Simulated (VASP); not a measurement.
# Al9O: relaxation of the atoms with PBE

System: Al9O, a slab with vacuum.

```
Al O
1.0
     2.85354    0.00000    0.00000
    -1.42677    9.70148    0.00000
     0.00000    0.00000   20.29037
Al O
9 1
Direct
  0.53244 0.06489 0.19714
  0.67096 0.34192 0.24621
  0.29866 0.59733 0.25603
  0.92637 0.85274 0.26584
  0.06395 0.12771 0.31543
  0.19958 0.40422 0.37078
  0.82880 0.65967 0.37850
  0.45262 0.91108 0.38742
  0.59249 0.18141 0.43323
  0.34249 0.43141 0.44823
```

```yaml
Program: VASP 6.6.1
Task: relaxation of the atoms
Functional: PBE
Potentials_or_basis: VASP PAW PBE potentials, release 64 (Al, O)
Cutoff: 520 eV
k_mesh: 9 × 3 × 1
Occupations: gaussian, width 0.1 eV
Spin: no spin polarisation
Dipole_correction: yes
Atoms_held_fixed_from_0: "[0, 1, 2, 3, 4, 5, 6, 7, 8]"
Further_INCAR_settings: ALGO = Normal; EDIFF = 1e-07; NELMDL = -8; IBRION = 2; EDIFFG = -0.025; NSW = 36
Atoms_held_along_some_axes_from_0: atom 9 along a and b
```

The energy gained by relaxing is 3.3 meV/atom and the ionic steps are 3. The band gap on the k mesh is zero (an odd number of electrons rules out a gap without spin polarisation).

The path:
| step | energy change (eV) | largest force on free atoms (eV/Å) | pressure (GPa) |
| --- | --- | --- | --- |
| 1 | 0.0000 | 1.4465 | -0.80 |
| 2 | -0.0276 | 0.5389 | -1.14 |
| 3 | -0.0335 | 0.0015 | -1.05 |

Final structure:
```
CELL_PARAMETERS angstrom
2.85354 0.00000 0.00000
-1.42677 9.70148 0.00000
0.00000 0.00000 20.29037
ATOMIC_POSITIONS crystal
Al 0.53244 0.06489 0.19714
Al 0.67096 0.34192 0.24621
Al 0.29866 0.59733 0.25603
Al 0.92637 0.85274 0.26584
Al 0.06395 0.12771 0.31543
Al 0.19958 0.40422 0.37078
Al 0.82880 0.65967 0.37850
Al 0.45262 0.91108 0.38742
Al 0.59249 0.18141 0.43323
O 0.34249 0.43141 0.45060
```

Levels at points of the mesh, in eV from the Fermi level:
```tsv
k point	band 13	band 14	band 15	band 16	band 17	band 18	band 19	band 20
(0.00, 0.00, 0.00)	-1.86	-1.68	-1.31	-0.76	-0.04	0.19	1.22	2.27
```

It took 11 min on 1 thread of Intel(R) Xeon(R) Platinum 8488C (Sapphire Rapids) (shared host), peak memory 0.76 GiB.

Caveat: an odd number of electrons without spin polarisation forces a metal; a magnetic or distorted state may lie lower.
